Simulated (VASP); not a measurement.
# Zn4O (P-43m) in VASP: further runs

Runs on Zn4O. Level: PBE. Tasks: single point, relaxation of cell and atoms.

Everything below comes from runs of VASP 6.6.1. Logs are shortened: lines on timing, memory, paths and dates and some standing lists are left out, and cuts for length are marked.

## Step 1: The cell of the first run

It takes space group P-43m (No. 215, cubic). Conventional cell: a = 4.183 Å, b = 4.183 Å, c = 4.183 Å, α = 90.00°, β = 90.00°, γ = 90.00°. Zn (site symmetry 3m) has 1 O at 2.00 Å and 3 Zn at 2.65 Å within 2.7 Å. O (site symmetry -43m) has 4 Zn at 2.00 Å within 2.7 Å.

## Step 2: Single point, PBE

File INCAR:

```
SYSTEM = Zn4O
PREC = Accurate ; ENCUT = 520
EDIFF = 1E-7 ; ISMEAR = 0
SIGMA = 0.2 ; LREAL = .FALSE.
LASPH = .TRUE. ; NELM = 80
ALGO = Normal ; ISIF = 2
LWAVE = .FALSE. ; LCHARG = .TRUE.
GGA = PE ; LELF = .TRUE.
LVHAR = .TRUE. ; NBANDS = 35
```

File KPOINTS:

```
Automatic mesh
0
G
  4 4 4
  0 0 0
```

File POSCAR:

```
Zn4O
1.0
    4.1831741476      0.0000000000      0.0000000000
    0.0000000000      4.1831741476      0.0000000000
    0.0000000000      0.0000000000      4.1831741476
Zn O
4 1
Direct
    0.2763490063      0.2763490063      0.2763490063
    0.7236509937      0.7236509937      0.2763490063
    0.2763490063      0.7236509937      0.7236509937
    0.7236509937      0.2763490063      0.7236509937
    0.0000000000      0.0000000000      0.0000000000
```

Potentials or basis: VASP PAW PBE potentials, release 64 (Zn, O).

Command:

```bash
cat potpaw_PBE.64/Zn/POTCAR potpaw_PBE.64/O/POTCAR > POTCAR
mpirun -np 1 vasp_std > vasp.out
```

OUTCAR:

```text
SYSTEM = Zn4O
   PREC = Accurate
   ENCUT = 520
   EDIFF = 1E-7
   ISMEAR = 0
   LREAL = .FALSE.
   LASPH = .TRUE.
   NELM = 80
   ISIF = 2
   GGA = PE

 ion  position               nearest neighbor table
   1  0.276  0.276  0.276-   5 2.00   3 2.65   4 2.65   2 2.65   3 2.97   4 2.97   2 2.97   3 2.97
                             2 2.97   4 2.97
   2  0.724  0.724  0.276-   5 2.00   3 2.65   4 2.65   1 2.65   1 2.97   3 2.97   1 2.97   4 2.97
                             3 2.97   4 2.97
   3  0.276  0.724  0.724-   5 2.00   2 2.65   4 2.65   1 2.65   1 2.97   4 2.97   1 2.97   2 2.97
                             2 2.97   4 2.97
   4  0.724  0.276  0.724-   5 2.00   2 2.65   3 2.65   1 2.65   1 2.97   3 2.97   1 2.97   2 2.97
                             2 2.97   3 2.97
   5  0.000  0.000  0.000-   1 2.00   2 2.00   3 2.00   4 2.00

  LATTYP: Found a simple cubic cell.
 ALAT       =     4.1831741476

  Lattice vectors:

 A1 = (   4.1831741476,   0.0000000000,   0.0000000000)
 A2 = (   0.0000000000,   4.1831741476,   0.0000000000)
 A3 = (   0.0000000000,   0.0000000000,   4.1831741476)

Analysis of symmetry for initial positions (statically):
=====================================================================
 Subroutine PRICEL returns:
 Original cell was already a primitive cell.

 Routine SETGRP: Setting up the symmetry group for a
 simple cubic supercell.

 Subroutine GETGRP returns: Found 24 space group operations
 (whereof 24 operations were pure point group operations)
 out of a pool of 48 trial point group operations.

The static configuration has the point symmetry T_d .

Analysis of symmetry for dynamics (positions and initial velocities):
=====================================================================
 Subroutine PRICEL returns:
 Original cell was already a primitive cell.

 Routine SETGRP: Setting up the symmetry group for a
 simple cubic supercell.

 Subroutine GETGRP returns: Found 24 space group operations
 (whereof 24 operations were pure point group operations)
 out of a pool of 48 trial point group operations.

The dynamic configuration has the point symmetry T_d .

 Subroutine INISYM returns: Found 24 space group operations
 (whereof 24 operations are pure point group operations),
 and found     1 'primitive' translations

----------------------------------------------------------------------------------------

                                     Primitive cell

  volume of cell :      73.2011

  direct lattice vectors                    reciprocal lattice vectors
     4.183174148  0.000000000  0.000000000     0.239052921  0.000000000  0.000000000
     0.000000000  4.183174148  0.000000000     0.000000000  0.239052921  0.000000000
     0.000000000  0.000000000  4.183174148     0.000000000  0.000000000  0.239052921

  length of vectors
     4.183174148  4.183174148  4.183174148     0.239052921  0.239052921  0.239052921

  position of ions in fractional coordinates (direct lattice)
     0.276349006  0.276349006  0.276349006
     0.723650994  0.723650994  0.276349006
     0.276349006  0.723650994  0.723650994
     0.723650994  0.276349006  0.723650994
     0.000000000  0.000000000  0.000000000

  ion indices of the primitive-cell ions
   primitive index   ion index
                 1           1
                 2           2
                 3           3
                 4           4
                 5           5

----------------------------------------------------------------------------------------

 KPOINTS: Automatic mesh

Automatic generation of k-mesh.
 Grid dimensions read from file:
 generate k-points for:    4    4    4

 Generating k-lattice:

  Cartesian coordinates                     Fractional coordinates (reciprocal lattice)
     0.059763230  0.000000000  0.000000000     0.250000000  0.000000000  0.000000000
     0.000000000  0.059763230  0.000000000     0.000000000  0.250000000  0.000000000
     0.000000000  0.000000000  0.059763230     0.000000000  0.000000000  0.250000000

  Length of vectors
     0.059763230  0.059763230  0.059763230

  Shift w.r.t. Gamma in fractional coordinates (k-lattice)
     0.000000000  0.000000000  0.000000000

 Subroutine IBZKPT returns following result:
 ===========================================

 Found     10 irreducible k-points:

 Following reciprocal coordinates:
            Coordinates               Weight
  0.000000  0.000000  0.000000      1.000000
  0.250000  0.000000  0.000000      6.000000
  0.500000  0.000000  0.000000      3.000000
  0.250000  0.250000  0.000000     12.000000
  0.500000  0.250000  0.000000     12.000000
  0.500000  0.500000  0.000000      3.000000
  0.250000  0.250000  0.250000      8.000000
  0.500000  0.250000  0.250000     12.000000
  0.500000  0.500000  0.250000      6.000000
  0.500000  0.500000  0.500000      1.000000
   k-points           NKPTS =     10   k-points in BZ     NKDIM =     10   number of bands    NBANDS=     35
   number of dos      NEDOS =    301   number of ions     NIONS =      5
   total plane-waves  NPLWV =  32768
   dimension x,y,z NGX =    32 NGY =   32 NGZ =   32
   dimension x,y,z NGXF=    64 NGYF=   64 NGZF=   64
   ions per type =               4   1
   NGX,Y,Z   is equivalent  to a cutoff of  12.72, 12.72, 12.72 a.u.
   NGXF,Y,Z  is equivalent  to a cutoff of  25.43, 25.43, 25.43 a.u.
 SYSTEM =  Zn4O
   PREC   = accura    normal or accurate (medium, high low for compatibility)
   ISTART =      0    job   : 0-new  1-cont  2-samecut
   ICHARG =      2    charge: 1-file 2-atom 10-const
   ISPIN  =      1    spin polarized calculation?
   LNONCOLLINEAR =      F non collinear calculations
   LSORBIT =      F    spin-orbit coupling
   LASPH  =      T    aspherical Exc in radial PAW
   ENCUT  =  520.0 eV  38.22 Ry    6.18 a.u.   7.78  7.78  7.78*2*pi/ulx,y,z
   NELM   =     80;   NELMIN=  2; NELMDL= -5     # of ELM steps
   EDIFF  = 0.1E-06   stopping-criterion for ELM
   LREAL  =      F    real-space projection
   EDIFFG = 0.1E-05   stopping-criterion for IOM
   NSW    =      0    number of steps for IOM
   IBRION =     -1    ionic relax: 0-MD 1-quasi-New 2-CG
   NFREE  =      0    steps in history (QN), initial steepest desc. (CG)
   ISIF   =      2    stress and relaxation
   ISYM   =      2    0-nonsym 1-usesym 2-fastsym
   POTIM  = 0.5000    time-step for ionic-motion
   TEBEG  =    0.0;   TEEND  =   0.0 temperature during run
   PSTRESS=    0.0 pullay stress
   NELECT =      54.0000    total number of electrons
   NUPDOWN=      -1.0000    fix difference up-down
   EMIN   =  10.00;   EMAX   =-10.00  energy-range for DOS
   EFERMI =   0.00;   METHOD = LEGACY
   ISMEAR =     0;   SIGMA  =   0.20  broadening in eV -4-tet -1-fermi 0-gaus
   EFERMI_NEDOS =   21; number of points for ismear=-14 and -15
   IALGO  =     38    algorithm
   IMIX   =      4    mixing-type and parameters
     AMIX     =   0.40;   BMIX     =  1.00
     AMIX_MAG =   1.60;   BMIX_MAG =  1.00
  volume/ion in A,a.u.               =      14.64        98.80
  Fermi-wavevector in a.u.,A,eV,Ry     =   1.479222  2.795325 29.770893  2.188099
  Thomas-Fermi vector in A             =   2.593407
   LORBIT       =      0    0 simple, 1 ext, 2 COOP (PROOUT), +10 PAW based schemes
   GGA     = PE    functional components
   LHFCALC =     F    Hartree Fock is set to
   AEXX    =    0.0000 exact exchange contribution
   IVDW    =     0    specifies the selected vdW correction
   LEPSILON=     F    determine dielectric tensor
   LRPA    =     F    only Hartree local field effects (RPA)
 non-spin polarized calculation
 Gauss-broadening in eV      SIGMA  =   0.20
  energy-cutoff  :      520.00
  volume of cell :       73.20
 maximum number of plane-waves:      1986
 NGX is ok and might be reduce to    32
   NGX = 15   NGY = 15   NGZ = 15

 number of electron      54.0000014 magnetization

 Free energy of the ion-electron system (eV)
  ---------------------------------------------------
  ext. energy  EPLUGINS =         0.00000000
  ---------------------------------------------------
  free energy    TOTEN  =       -11.20094175 eV

  energy without entropy =      -11.17209417  energy(sigma->0) =      -11.18651796

 E-fermi :   2.3908     XC(G=0): -11.1214

 val. band max:        2.2582512895   @ k =   0.5000   0.5000   0.0000
 cond. band min:       2.5822633981   @ k =   0.5000   0.5000   0.2500
 fundamental gap:      0.3240121086
 Fermi energy:         2.3908251219

 k-point     1 :       0.0000    0.0000    0.0000
  band No.  band energies     occupation
      1     -16.5240      2.00000
      2      -5.6716      2.00000
      3      -5.4554      2.00000
      4      -5.4554      2.00000
      5      -5.4554      2.00000
      6      -5.0628      2.00000
[... 27 lines left out ...]
     34      10.2867      0.00000
     35      12.7995      0.00000

 k-point     2 :       0.2500    0.0000    0.0000
  band No.  band energies     occupation
      1     -16.4980      2.00000
      2      -5.8897      2.00000
      3      -5.3125      2.00000
      4      -5.3125      2.00000
      5      -5.1836      2.00000
      6      -4.9875      2.00000
[... 27 lines left out ...]
     34       9.1715      0.00000
     35      11.1579      0.00000

 k-point     3 :       0.5000    0.0000    0.0000
  band No.  band energies     occupation
      1     -16.4718      2.00000
      2      -6.0312      2.00000
      3      -5.1022      2.00000
      4      -5.1022      2.00000
      5      -4.9562      2.00000
      6      -4.8325      2.00000
[... 27 lines left out ...]
     34       9.3038      0.00000
     35      12.1778      0.00000
[... 191 lines left out ...]
 k-point     9 :       0.5000    0.5000    0.2500
  band No.  band energies     occupation
      1     -16.4210      2.00000
      2      -5.4567      2.00000
      3      -5.2635      2.00000
      4      -5.2635      2.00000
      5      -4.9710      2.00000
      6      -4.8773      2.00000
[... 27 lines left out ...]
     34      12.3115      0.00000
     35      12.3115      0.00000

 k-point    10 :       0.5000    0.5000    0.5000
  band No.  band energies     occupation
      1     -16.4070      2.00000
      2      -5.3738      2.00000
      3      -5.3738      2.00000
      4      -5.3738      2.00000
      5      -4.9317      2.00000
      6      -4.9317      2.00000
[... 27 lines left out ...]
     34      15.2441      0.00000
     35      15.9566      0.00000

------------------------ aborting loop because EDIFF is reached ----------------------------------------

  FORCE on cell =-STRESS in cart. coord.  units (eV):
  Direction    XX          YY          ZZ          XY          YZ          ZX
  --------------------------------------------------------------------------------------
  -------------------------------------------------------------------------------------
  Total        0.1921522      0.1921522      0.1921522      0.0000000     -0.0000000      0.0000000
  in kB        4.2056972      4.2056972      4.2056972      0.0000000     -0.0000000      0.0000000
  external PRESSURE =       4.2056972 kB  Pullay stress =       0.0000000 kB

 VOLUME and BASIS-vectors are now :
 -----------------------------------------------------------------------------
  energy-cutoff  :      520.00
  volume of cell :       73.20
      direct lattice vectors                 reciprocal lattice vectors
     4.183174148  0.000000000  0.000000000     0.239052921  0.000000000  0.000000000
     0.000000000  4.183174148  0.000000000     0.000000000  0.239052921  0.000000000
     0.000000000  0.000000000  4.183174148     0.000000000  0.000000000  0.239052921

 POSITION                                       TOTAL-FORCE (eV/Angst)
 -----------------------------------------------------------------------------------
      1.15602      1.15602      1.15602         0.041183      0.041183      0.041183
      3.02716      3.02716      1.15602        -0.041183     -0.041183      0.041183
      1.15602      3.02716      3.02716         0.041183     -0.041183     -0.041183
      3.02716      1.15602      3.02716        -0.041183      0.041183     -0.041183
      0.00000      0.00000      0.00000        -0.000000     -0.000000     -0.000000
 -----------------------------------------------------------------------------------
    total drift:                                0.000001      0.000001      0.000000

  FREE ENERGIE OF THE ION-ELECTRON SYSTEM (eV)
  ---------------------------------------------------
  free  energy   TOTEN  =       -11.2009417477 eV

  energy  without entropy=      -11.1720941736  energy(sigma->0) =      -11.18651796
```

Run time: 11 s. Hardware: 1 thread of Intel Xeon 6975P-C (Granite Rapids), shared host; peak memory 0.17 GiB.

Results:

* Free energy: -11.2009 eV
* Pressure: 0.4 GPa
* Largest force: 0.071 eV/Å
* Band gap on the k mesh: zero (band 27 reaches 4.25 eV, above the bottom of band 28 at 0.20 eV)

Forces on the atoms (eV/Å):
```
Zn   0.041  0.041  0.041
Zn  -0.041 -0.041  0.041
Zn   0.041 -0.041 -0.041
Zn  -0.041  0.041 -0.041
O    0.000  0.000  0.000
```

Levels at points of the mesh, in eV from the Fermi level:
```
           k point  band 25  band 26  band 27  band 28  band 29  band 30
(0.00, 0.00, 0.00)    -3.83    -0.34    -0.34     2.73     2.73     2.73
(0.50, 0.00, 0.00)    -3.74    -3.33     1.85     2.84     2.84     2.94
(0.50, 0.50, 0.00)    -3.73    -0.62    -0.62    -0.13     3.81     4.45
(0.50, 0.50, 0.50)    -2.96    -2.19    -2.19    -2.19     2.57     2.57
```

Caveat: the k points lie up to 0.38 Å⁻¹ apart.

(Continued in part 2 of 2.)
